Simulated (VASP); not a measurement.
# InGa2N3 (R-3m) in VASP: a series of runs, part 2 of 2

VASP 6.6.1.

### 4 Single point, PBE, collinear spin, ferromagnetic start

The input, INCAR:

```
SYSTEM = InGa2N3
ALGO = Normal
EDIFF = 1E-7
ENCUT = 520
GGA = PE
ISIF = 2
ISMEAR = 0
ISPIN = 2
LASPH = .TRUE.
LCHARG = .TRUE.
LELF = .TRUE.
LORBIT = 11
LREAL = .FALSE.
LVHAR = .TRUE.
LWAVE = .FALSE.
MAGMOM = 0 0 0 1 1 1
NBANDS = 40
NELM = 150
PREC = Accurate
SIGMA = 0.1
```

The input, KPOINTS:

```
k-points
0
G
  6 6 6
  0 0 0
```

The input, POSCAR:

```
InGa2N3
1.0
    2.9452263782      1.7004272423      2.7124977188
   -2.9452263782      1.7004272423      2.7124977188
    0.0000000000     -3.4008544845      2.7124977188
In Ga N
1 2 3
Direct
    0.5000000000      0.5000000000      0.5000000000
    0.1662533438      0.1662533438      0.1662533438
    0.8337466562      0.8337466562      0.8337466562
    0.0000000000      0.5000000000      0.5000000000
    0.5000000000      0.0000000000      0.5000000000
    0.5000000000      0.5000000000      0.0000000000
```

Potentials or basis: VASP PAW PBE potentials, release 64 (In_d, Ga_d, N).

On the command line:

```
> cat potpaw_PBE.64/In_d/POTCAR potpaw_PBE.64/Ga_d/POTCAR potpaw_PBE.64/N/POTCAR > POTCAR
> mpirun -np 1 vasp_std > vasp.out
```

OUTCAR:

```text
SYSTEM = InGa2N3
   EDIFF = 1E-7
   ENCUT = 520
   GGA = PE
   ISIF = 2
   ISMEAR = 0
   ISPIN = 2
   LASPH = .TRUE.
   LORBIT = 11
   LREAL = .FALSE.
   NELM = 150
   PREC = Accurate

 ion  position               nearest neighbor table
   1  0.500  0.500  0.500-   6 2.18   6 2.18   4 2.18   5 2.18   5 2.18   4 2.18   2 2.72   3 2.72
                             3 3.40   2 3.40   3 3.40   2 3.40   3 3.40   2 3.40
   2  0.166  0.166  0.166-   4 2.18   5 2.18   6 2.18   3 2.71   1 2.72   1 3.40   1 3.40   1 3.40

   3  0.834  0.834  0.834-   4 2.18   5 2.18   6 2.18   2 2.71   1 2.72   1 3.40   1 3.40   1 3.40

   4  0.000  0.500  0.500-   1 2.18   1 2.18   3 2.18   2 2.18
   5  0.500  0.000  0.500-   1 2.18   1 2.18   3 2.18   2 2.18
   6  0.500  0.500  0.000-   1 2.18   1 2.18   3 2.18   2 2.18

  LATTYP: Found a trigonal (rhomboedric) cell.
 ALAT       =     4.3501097802
 COS(alpha) =     0.0832162126

  Lattice vectors:

 A1 = (   2.9452263782,   1.7004272423,   2.7124977188)
 A2 = (  -2.9452263782,   1.7004272423,   2.7124977188)
 A3 = (   0.0000000000,  -3.4008544845,   2.7124977188)

Analysis of symmetry for initial positions (statically):
=====================================================================
 Subroutine PRICEL returns:
 Original cell was already a primitive cell.

 Routine SETGRP: Setting up the symmetry group for a
 trigonal (rhombohedral) supercell.

 Subroutine GETGRP returns: Found 12 space group operations
 (whereof 12 operations were pure point group operations)
 out of a pool of 12 trial point group operations.

The static configuration has the point symmetry D_3d.

Analysis of symmetry for dynamics (positions and initial velocities):
=====================================================================
 Subroutine PRICEL returns:
 Original cell was already a primitive cell.

 Routine SETGRP: Setting up the symmetry group for a
 trigonal (rhombohedral) supercell.

 Subroutine GETGRP returns: Found 12 space group operations
 (whereof 12 operations were pure point group operations)
[... 185 lines left out ...]
      3      -9.8938      1.00000
      4      -9.0393      1.00000
      5      -8.9804      1.00000
      6      -8.9804      1.00000
[... 997 lines left out ...]
     38      16.1045      0.00000
     39      17.6345      0.00000

 [... further k-points ...]

 spin component 2

 k-point     1 :       0.0000    0.0000    0.0000
  band No.  band energies     occupation
      1      -9.7213      1.00000
      2      -9.5979      1.00000
      3      -9.5979      1.00000
      4      -8.9907      1.00000
      5      -8.9713      1.00000
      6      -8.9713      1.00000
[... 997 lines left out ...]
     38      16.2356      0.00000
     39      17.8397      0.00000

 [... further k-points ...]

 [bands above 39 left out]

------------------------ aborting loop because EDIFF is reached ----------------------------------------

  FORCE on cell =-STRESS in cart. coord.  units (eV):
  Direction    XX          YY          ZZ          XY          YZ          ZX
  --------------------------------------------------------------------------------------
  -------------------------------------------------------------------------------------
  Total        0.8579828      0.8579828      1.0149560      0.0000000      0.0000000      0.0000000
  in kB       16.8652116     16.8652116     19.9508053      0.0000000      0.0000000      0.0000000
  external PRESSURE =      17.8937428 kB  Pullay stress =       0.0000000 kB

 VOLUME and BASIS-vectors are now :
 -----------------------------------------------------------------------------
  energy-cutoff  :      520.00
  volume of cell :       81.51
      direct lattice vectors                 reciprocal lattice vectors
     2.945226378  1.700427242  2.712497719     0.169766237  0.098014583  0.122887968
    -2.945226378  1.700427242  2.712497719    -0.169766237  0.098014583  0.122887968
     0.000000000 -3.400854484  2.712497719     0.000000000 -0.196029166  0.122887968

 POSITION                                       TOTAL-FORCE (eV/Angst)
 -----------------------------------------------------------------------------------
      0.00000      0.00000      4.06875        -0.000000     -0.000000      0.000000
      0.00000      0.00000      1.35289         0.000000      0.000000      0.055758
      0.00000      0.00000      6.78461         0.000000     -0.000000     -0.055758
     -1.47261     -0.85021      2.71250         0.000000     -0.000000      0.000000
      1.47261     -0.85021      2.71250         0.000000      0.000000      0.000000
      0.00000      1.70043      2.71250         0.000000     -0.000000      0.000000
 -----------------------------------------------------------------------------------
    total drift:                                0.000000      0.000000     -0.000000

  FREE ENERGIE OF THE ION-ELECTRON SYSTEM (eV)
  ---------------------------------------------------
  free  energy   TOTEN  =       -27.5960471652 eV

  energy  without entropy=      -27.5807385440  energy(sigma->0) =      -27.58839285

 total charge

# of ion       s       p       d       tot
------------------------------------------
    1        0.715   0.838  10.076  11.629
    2        0.872   0.538  10.026  11.436
    3        0.872   0.538  10.026  11.436
    4        1.285   2.301   0.000   3.586
    5        1.285   2.301   0.000   3.586
    6        1.285   2.301   0.000   3.586
--------------------------------------------------
tot          6.315   8.817  30.128  45.260

 magnetization (x)

# of ion       s       p       d       tot
------------------------------------------
    1       -0.015  -0.006   0.045   0.024
    2        0.006  -0.003   0.003   0.006
    3        0.006  -0.003   0.003   0.006
    4        0.011   0.420   0.000   0.431
    5        0.011   0.420   0.000   0.431
    6        0.011   0.420   0.000   0.431
--------------------------------------------------
tot          0.030   1.247   0.051   1.328
```

OSZICAR:

```text
N       E                     dE             d eps       ncg     rms          rms(c)
DAV:   1     0.554632768561E+03    0.55463E+03   -0.24371E+04  5784   0.222E+03
DAV:   2     0.675734168163E+02   -0.48706E+03   -0.45537E+03  5288   0.584E+02
DAV:   3    -0.260080468657E+02   -0.93581E+02   -0.90397E+02  5744   0.187E+02
DAV:   4    -0.320393163339E+02   -0.60313E+01   -0.59621E+01  6424   0.503E+01
DAV:   5    -0.322221060334E+02   -0.18279E+00   -0.18264E+00  6480   0.925E+00    0.160E+01
DAV:   6    -0.278180403367E+02    0.44041E+01   -0.28524E+01  9232   0.618E+01    0.722E+00
DAV:   7    -0.275512836259E+02    0.26676E+00   -0.26498E+00  6720   0.161E+01    0.390E+00
DAV:   8    -0.275762409028E+02   -0.24957E-01   -0.51321E-01  6512   0.430E+00    0.142E+00
DAV:   9    -0.275913917499E+02   -0.15151E-01   -0.92997E-02  7352   0.317E+00    0.570E-01
DAV:  10    -0.275953323611E+02   -0.39406E-02   -0.22986E-02  6520   0.983E-01    0.333E-01
DAV:  11    -0.275958074446E+02   -0.47508E-03   -0.25213E-03  7640   0.472E-01    0.124E-01
DAV:  12    -0.275960465778E+02   -0.23913E-03   -0.86199E-04  7336   0.209E-01    0.790E-02
DAV:  13    -0.275960429021E+02    0.36757E-05   -0.12938E-04  7200   0.895E-02    0.502E-02
DAV:  14    -0.275960445489E+02   -0.16467E-05   -0.37621E-05  7832   0.407E-02    0.160E-02
DAV:  15    -0.275960467792E+02   -0.22304E-05   -0.12870E-05  7720   0.234E-02    0.907E-03
DAV:  16    -0.275960472216E+02   -0.44233E-06   -0.21846E-06  6016   0.925E-03    0.414E-03
DAV:  17    -0.275960471652E+02    0.56340E-07   -0.18167E-07  4896   0.358E-03
   1 F= -.27596047E+02 E0= -.27588393E+02  d E =-.153086E-01  mag=     1.8442
```

stdout:

```text
POSCAR found type information on POSCAR InGaN
 POSCAR found :  3 types and       6 ions
 scaLAPACK will be used
 LDA part: xc-table for (Slater+PW92), standard interpolation
 POSCAR, INCAR and KPOINTS ok, starting setup
 FFT: planning ... GRIDC
 FFT: planning ... GRID_SOFT
 FFT: planning ... GRID
 WAVECAR not read
 entering main loop
```

It took 4.8 min on 1 thread of AMD EPYC 7R43 (Zen 3), shared host; peak memory 0.27 GiB.

What came out:

```yaml
Free_energy: -27.5960 eV
Pressure: 1.8 GPa
Largest_force: 0.056 eV/Å
Net_moment: 1.84 μB per cell
Site_moments: In +0.02; Ga +0.01; N +0.43 μB
Valence_electrons_inside_the_program's_atomic_spheres: In 11.63; Ga 11.44; N 3.59
```

Forces on the atoms (eV/Å):
```
In   0.000  0.000  0.000
Ga   0.000  0.000  0.056
Ga   0.000  0.000 -0.056
N    0.000  0.000  0.000
N    0.000  0.000  0.000
N    0.000  0.000  0.000
```

Levels at points of the mesh, in eV from the Fermi level:
Spin up:
```tsv
k point	band 24	band 25	band 26	band 27	band 28	band 29	band 30	band 31	band 32	band 33
(0.00, 0.00, 0.00)	-2.21	-2.21	-1.00	-1.00	-0.80	2.56	3.63	3.63	3.94	4.67
(0.50, 0.00, 0.00)	-2.71	-1.67	-1.62	-0.86	-0.26	0.39	4.84	5.53	6.03	6.21
(0.50, 0.50, 0.00)	-2.44	-2.17	-0.72	-0.44	0.19	1.71	4.13	4.85	6.69	7.95
(0.50, 0.50, 0.50)	-0.61	-0.61	-0.09	0.20	0.20	3.77	4.10	6.02	6.02	6.02
```
Spin down:
| k point | band 23 | band 24 | band 25 | band 26 | band 27 | band 28 | band 29 | band 30 |
| --- | --- | --- | --- | --- | --- | --- | --- | --- |
| (0.00, 0.00, 0.00) | -1.75 | -1.71 | -1.71 | 0.01 | 0.01 | 0.54 | 2.78 | 3.63 |
| (0.50, 0.00, 0.00) | -2.68 | -2.19 | -1.02 | -0.49 | 0.25 | 0.50 | 0.56 | 5.00 |
| (0.50, 0.50, 0.00) | -1.89 | -1.75 | -1.70 | 0.04 | 0.70 | 0.93 | 1.87 | 4.71 |
| (0.50, 0.50, 0.50) | -3.79 | 0.21 | 0.21 | 0.88 | 0.88 | 1.38 | 4.01 | 4.31 |

Caveat: spin-orbit coupling is left out, which moves the levels of the heavy elements.
